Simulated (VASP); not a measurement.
A run of VASP 6.6.1 is set up as follows.

File INCAR:

```
SYSTEM = Li16S7
PREC = Accurate
ENCUT = 650
EDIFF = 1E-6
ISMEAR = -1
SIGMA = 0.01
LREAL = .FALSE.
LASPH = .TRUE.
NELM = 120
ALGO = Normal
ISIF = 2
LWAVE = .FALSE.
LCHARG = .FALSE.
GGA = PE
NELECT = 88.0
NBANDS = 62
GGA_COMPAT = .FALSE.
```

Contents of KPOINTS:

```
Automatic mesh
0
G
  3 3 3
  0 0 0
```

The input POSCAR:

```
Li16S7
1.0
    0.0000000000      5.6703356858      5.6703356858
    5.6703356858      0.0000000000      5.6703356858
    5.6703356858      5.6703356858      0.0000000000
Li S
16 7
Direct
    0.3795879776      0.3795879776      0.3795879776
    0.3795879776      0.3795879776      0.8612360672
    0.3795879776      0.8612360672      0.3795879776
    0.4304288519      0.8565237160      0.8565237160
    0.8612360672      0.3795879776      0.3795879776
    0.8565237160      0.4304288519      0.8565237160
    0.8565237160      0.8565237160      0.4304288519
    0.8565237160      0.8565237160      0.8565237160
    0.1434762840      0.1434762840      0.1434762840
    0.1434762840      0.1434762840      0.5695711481
    0.1434762840      0.5695711481      0.1434762840
    0.1387639328      0.6204120224      0.6204120224
    0.5695711481      0.1434762840      0.1434762840
    0.6204120224      0.1387639328      0.6204120224
    0.6204120224      0.6204120224      0.1387639328
    0.6204120224      0.6204120224      0.6204120224
    0.0000000000      0.0000000000      0.5000000000
    0.0000000000      0.5000000000      0.0000000000
    0.0000000000      0.5000000000      0.5000000000
    0.5000000000      0.0000000000      0.0000000000
    0.5000000000      0.0000000000      0.5000000000
    0.5000000000      0.5000000000      0.0000000000
    0.5000000000      0.5000000000      0.5000000000
```

Potentials or basis: VASP PAW PBE potentials, release 64 (Li_sv, S).

Command:

```console
$ cat potpaw_PBE.64/Li_sv/POTCAR potpaw_PBE.64/S/POTCAR > POTCAR
$ mpirun -np 1 vasp_std > vasp.out
```

Predict the largest force.

0.044 eV/Å.

Forces on the atoms (eV/Å):
```
Li   0.024  0.024  0.024
Li  -0.024 -0.024  0.024
Li  -0.024  0.024 -0.024
Li   0.025 -0.025 -0.025
Li   0.024 -0.024 -0.024
Li  -0.025  0.025 -0.025
Li  -0.025 -0.025  0.025
Li   0.025  0.025  0.025
Li  -0.025 -0.025 -0.025
Li   0.025  0.025 -0.025
Li   0.025 -0.025  0.025
Li  -0.024  0.024  0.024
Li  -0.025  0.025  0.025
Li   0.024 -0.024  0.024
Li   0.024  0.024 -0.024
Li  -0.024 -0.024 -0.024
S    0.000  0.000  0.000
S    0.000  0.000  0.000
S    0.000  0.000  0.000
S    0.000  0.000  0.000
S    0.000  0.000  0.000
S    0.000  0.000  0.000
S    0.000  0.000  0.000
```

Caveat: the cell carries a net charge on a neutralising background, which shifts energy and pressure; the cell differs from its parent crystal (atoms taken out, then relaxed in part).
